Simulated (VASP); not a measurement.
Here is a VASP 6.6.1 calculation.

File INCAR:

```
SYSTEM = PtSe2
PREC = Accurate
ENCUT = 520
EDIFF = 1E-6
ISMEAR = 0
SIGMA = 0.05
LREAL = .False.
LASPH = .True.
NELM = 80
ALGO = Normal
ISIF = 2
LWAVE = .False.
LCHARG = .False.
GGA = PE
NBANDS = 18
```

Contents of KPOINTS:

```
Automatic mesh
0
Gamma
  12 12 4
  0 0 0
```

File POSCAR:

```
PtSe2
1.0
    3.9767617557      0.0000000000      0.0000000000
   -1.9883808779      3.2490346276      0.0000000000
    0.0000000000      0.0000000000      6.5268785481
Pt Se
1 2
Direct
    0.0000000000      0.0000000000      0.0000000000
    0.3333333333      0.6666666667      0.2001869949
    0.6666666667      0.3333333333      0.7998130051
```

Potentials or basis: VASP PAW PBE potentials, release 64 (Pt, Se).

Run with:

```bash
$ cat potpaw_PBE.64/Pt/POTCAR potpaw_PBE.64/Se/POTCAR > POTCAR
$ mpirun -np 1 vasp_std > vasp.out
```

(1) Estimate the pressure.

(2) What does it give for the largest force?

Answers

(1) -4.9 GPa.

(2) 0.601 eV/Å.

Caveat: the cell differs from its parent crystal (strain +0.0600 x Voigt [1, 0, 0, 0, 0, 0]); the stress differs along the axes, from -9 to -3 GPa; this functional lacks dispersion, which binds layers or chains, so the pressure and a relaxed spacing across them are unreliable.
